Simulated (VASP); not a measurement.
# Ti (P6/mmm) in VASP: single point with r2SCAN

Aim: the single point of Ti with r2SCAN.

Everything below comes from runs of VASP 6.6.1. Logs are shortened: lines on timing, memory, paths and dates and some standing lists are left out, and cuts for length are marked.

## (1) The cell of the first run

Symmetry: P6/mmm, No. 191, hexagonal system. Conventional cell: a = 4.574 Å, b = 4.574 Å, c = 2.826 Å, α = 90.00°, β = 90.00°, γ = 120.00°. Ti (site symmetry 6/mmm) has 14 Ti at 2.83 to 2.99 Å within 3.7 Å. Ti (site symmetry -6m2) has 11 Ti at 2.64 to 2.99 Å within 3.5 Å.

This isn't the form of Ti at room conditions, which is hcp.

## (2) Single point, r2SCAN

POSCAR reads:

```
Ti
1.0
    4.5736369016      0.0000000029      0.0000000000
   -2.2868184533      3.9608857430      0.0000000000
    0.0000000000      0.0000000000      2.8255031907
Ti
3
Direct
    0.0000000000      0.0000000000      0.0000000000
    0.3333333333      0.6666666667      0.5000000000
    0.6666666667      0.3333333333      0.5000000000
```

INCAR.step1 reads:

```
SYSTEM = Ti
PREC = Accurate
ENCUT = 520
ISMEAR = -1
SIGMA = 0.15
LREAL = .False.
LASPH = .True.
NELM = 60
NBANDS = 25
GGA = PE
ALGO = Normal
EDIFF = 1E-4
LWAVE = .True.
LCHARG = .False.
```

INCAR.step2 reads:

```
SYSTEM = Ti
PREC = Accurate
ENCUT = 520
EDIFF = 1E-6
ISMEAR = -1
SIGMA = 0.15
LREAL = .False.
LASPH = .True.
NELM = 60
ALGO = Normal
ISIF = 2
LWAVE = .False.
LCHARG = .True.
METAGGA = R2SCAN
LMIXTAU = .True.
LELF = .True.
LVHAR = .True.
NBANDS = 25
ISTART = 1
```

KPOINTS reads:

```
regular mesh
0
Gamma
  15 15 20
  0 0 0
```

Potentials or basis: VASP PAW PBE potentials, release 64 (Ti_sv).

Started as:

```
cat potpaw_PBE.64/Ti_sv/POTCAR > POTCAR
cp INCAR.step1 INCAR
mpirun -np 1 vasp_std > vasp.out
cp INCAR.step2 INCAR
mpirun -np 1 vasp_std > vasp.out
```

OUTCAR:

```text
SYSTEM = Ti
   PREC = Accurate
   ENCUT = 520
   EDIFF = 1E-6
   ISMEAR = -1
   LREAL = .False.
   LASPH = .True.
   NELM = 60
   ISIF = 2
   METAGGA = R2SCAN
   ISTART = 1

 ion  position               nearest neighbor table
   1  0.000  0.000  0.000-
   2  0.333  0.667  0.500-   3 2.64   3 2.64   3 2.64
   3  0.667  0.333  0.500-   2 2.64   2 2.64   2 2.64

  LATTYP: Found a hexagonal cell.
 ALAT       =     4.5736369016
 C/A-ratio  =     0.6177803904

  Lattice vectors:

 A1 = (   4.5736369016,   0.0000000029,   0.0000000000)
 A2 = (  -2.2868184533,   3.9608857430,   0.0000000000)
 A3 = (   0.0000000000,   0.0000000000,   2.8255031907)

Analysis of symmetry for initial positions (statically):
=====================================================================
 Subroutine PRICEL returns:
 Original cell was already a primitive cell.

 Routine SETGRP: Setting up the symmetry group for a
 hexagonal supercell.

 Subroutine GETGRP returns: Found 24 space group operations
 (whereof 24 operations were pure point group operations)
 out of a pool of 24 trial point group operations.

The static configuration has the point symmetry D_6h.

Analysis of symmetry for dynamics (positions and initial velocities):
=====================================================================
 Subroutine PRICEL returns:
 Original cell was already a primitive cell.

 Routine SETGRP: Setting up the symmetry group for a
 hexagonal supercell.

 Subroutine GETGRP returns: Found 24 space group operations
 (whereof 24 operations were pure point group operations)
 out of a pool of 24 trial point group operations.

The dynamic configuration has the point symmetry D_6h.

 Subroutine INISYM returns: Found 24 space group operations
 (whereof 24 operations are pure point group operations),
 and found     1 'primitive' translations

----------------------------------------------------------------------------------------

                                     Primitive cell

  volume of cell :      51.1858

  direct lattice vectors                    reciprocal lattice vectors
     4.573636902  0.000000003  0.000000000     0.218644379  0.126234391  0.000000000
    -2.286818453  3.960885743  0.000000000    -0.000000000  0.252468782  0.000000000
     0.000000000  0.000000000  2.825503191     0.000000000  0.000000000  0.353919261

  length of vectors
     4.573636902  4.573636902  2.825503191     0.252468782  0.252468782  0.353919261
[... 81 lines left out ...]
   ENCUT  =  520.0 eV  38.22 Ry    6.18 a.u.   8.50  8.50  5.25*2*pi/ulx,y,z
   NELM   =     60;   NELMIN=  2; NELMDL=  0     # of ELM steps
   EDIFF  = 0.1E-05   stopping-criterion for ELM
   LREAL  =      F    real-space projection
   EDIFFG = 0.1E-04   stopping-criterion for IOM
   NSW    =      0    number of steps for IOM
   IBRION =     -1    ionic relax: 0-MD 1-quasi-New 2-CG
   NFREE  =      0    steps in history (QN), initial steepest desc. (CG)
   ISIF   =      2    stress and relaxation
   ISYM   =      2    0-nonsym 1-usesym 2-fastsym
   POTIM  = 0.5000    time-step for ionic-motion
   TEBEG  =    0.0;   TEEND  =   0.0 temperature during run
   PSTRESS=    0.0 pullay stress
   NELECT =      36.0000    total number of electrons
   NUPDOWN=      -1.0000    fix difference up-down
   EMIN   =  10.00;   EMAX   =-10.00  energy-range for DOS
   EFERMI =   0.00;   METHOD = LEGACY
   ISMEAR =    -1;   SIGMA  =   0.15  broadening in eV -4-tet -1-fermi 0-gaus
   EFERMI_NEDOS =   21; number of points for ismear=-14 and -15
   IALGO  =     38    algorithm
   IMIX   =      4    mixing-type and parameters
     AMIX     =   0.40;   BMIX     =  1.00
     AMIX_MAG =   1.60;   BMIX_MAG =  1.00
  volume/ion in A,a.u.               =      17.06       115.14
  Fermi-wavevector in a.u.,A,eV,Ry     =   1.455881  2.751215 28.838746  2.119588
  Thomas-Fermi vector in A             =   2.572864
   LORBIT       =      0    0 simple, 1 ext, 2 COOP (PROOUT), +10 PAW based schemes
   METAGGA = R2SCAN    functional components
   LHFCALC =     F    Hartree Fock is set to
   AEXX    =    0.0000 exact exchange contribution
   IVDW    =     0    specifies the selected vdW correction
   LEPSILON=     F    determine dielectric tensor
   LRPA    =     F    only Hartree local field effects (RPA)
 non-spin polarized calculation
  energy-cutoff  :      520.00
  volume of cell :       51.19
 maximum number of plane-waves:      1408
 NGX is ok and might be reduce to    36
   NGX = 17   NGY = 17   NGZ = 11

 number of electron      35.9999987 magnetization

 Free energy of the ion-electron system (eV)
  ---------------------------------------------------
  ext. energy  EPLUGINS =         0.00000000
  ---------------------------------------------------
  free energy    TOTEN  =       -38.99834991 eV

  energy without entropy =      -38.77441353  energy(sigma->0) =      -38.88638172

 E-fermi :   8.4466     XC(G=0): -12.4887

 val. band max:        8.4457923731   @ k =   0.2667   0.2667   0.0000
 cond. band min:       8.4479439888   @ k =   0.4667  -0.0000   0.1500
 fundamental gap:      0.0021516157
 Fermi energy:         8.4465542672

 k-point     1 :       0.0000    0.0000    0.0000
  band No.  band energies     occupation
      1     -50.7355      2.00000
      2     -50.5242      2.00000
      3     -50.3623      2.00000
      4     -26.0008      2.00000
      5     -26.0007      2.00000
      6     -25.9705      2.00000
[... 661 lines left out ...]
     24      10.4644      0.00000
     25      11.3683      0.00000

 [... further k-points ...]

------------------------ aborting loop because EDIFF is reached ----------------------------------------

  FORCE on cell =-STRESS in cart. coord.  units (eV):
  Direction    XX          YY          ZZ          XY          YZ          ZX
  --------------------------------------------------------------------------------------
  -------------------------------------------------------------------------------------
  Total        0.1270583      0.1270583      0.1023195      0.0000000      0.0000000     -0.0000000
  in kB        3.9770742      3.9770742      3.2027224      0.0000000      0.0000000     -0.0000000
  external PRESSURE =       3.7189569 kB  Pullay stress =       0.0000000 kB

 VOLUME and BASIS-vectors are now :
 -----------------------------------------------------------------------------
  energy-cutoff  :      520.00
  volume of cell :       51.19
      direct lattice vectors                 reciprocal lattice vectors
     4.573636902  0.000000003  0.000000000     0.218644379  0.126234391  0.000000000
    -2.286818453  3.960885743  0.000000000    -0.000000000  0.252468782  0.000000000
     0.000000000  0.000000000  2.825503191     0.000000000  0.000000000  0.353919261

 POSITION                                       TOTAL-FORCE (eV/Angst)
 -----------------------------------------------------------------------------------
      0.00000      0.00000      0.00000         0.000000     -0.000000     -0.000000
     -0.00000      2.64059      1.41275        -0.000000      0.000000      0.000000
      2.28682      1.32030      1.41275         0.000000     -0.000000     -0.000000
 -----------------------------------------------------------------------------------
    total drift:                                0.000000      0.000000     -0.000000

  FREE ENERGIE OF THE ION-ELECTRON SYSTEM (eV)
  ---------------------------------------------------
  free  energy   TOTEN  =       -38.9983499076 eV

  energy  without entropy=      -38.7744135292  energy(sigma->0) =      -38.88638172
```

OSZICAR.step1:

```text
N       E                     dE             d eps       ncg     rms          rms(c)
DAV:   1     0.430848219761E+03    0.43085E+03   -0.18649E+04 14858   0.179E+03
DAV:   2     0.222043243182E+02   -0.40864E+03   -0.40204E+03 15001   0.517E+02
DAV:   3    -0.230799530420E+02   -0.45284E+02   -0.44146E+02 27242   0.147E+02
DAV:   4    -0.265809430955E+02   -0.35010E+01   -0.34750E+01 20773   0.375E+01
DAV:   5    -0.267497449796E+02   -0.16880E+00   -0.16872E+00 23301   0.686E+00    0.149E+01
DAV:   6    -0.236207336121E+02    0.31290E+01   -0.11384E+01 18532   0.319E+01    0.372E+00
DAV:   7    -0.236084332670E+02    0.12300E-01   -0.11975E+00 23424   0.734E+00    0.241E+00
DAV:   8    -0.236856332323E+02   -0.77200E-01   -0.52180E-01 21482   0.794E+00    0.182E+00
DAV:   9    -0.236481105394E+02    0.37523E-01   -0.19946E-01 21219   0.482E+00    0.632E-01
DAV:  10    -0.236402054347E+02    0.79051E-02   -0.55258E-02 18736   0.209E+00    0.112E-01
DAV:  11    -0.236404411037E+02   -0.23567E-03   -0.35442E-03 23918   0.408E-01    0.117E-01
DAV:  12    -0.236405182396E+02   -0.77136E-04   -0.17504E-04 13390   0.104E-01
   1 F= -.23640518E+02 E0= -.23508630E+02  d E =-.263777E+00
```

Wall time 11 min (1 thread of Intel Xeon 6975P-C (Granite Rapids), shared host); peak memory 0.39 GiB.

What came out:

| Quantity | Value |
| --- | --- |
| Free energy | -38.9983 eV |
| Pressure | 0.4 GPa |
| Band gap on the k mesh | zero (bands 18 and 19 overlap by 0.27 eV) |

Caveat: the PAW data sets were made with another functional, which shifts forces and pressure a little.
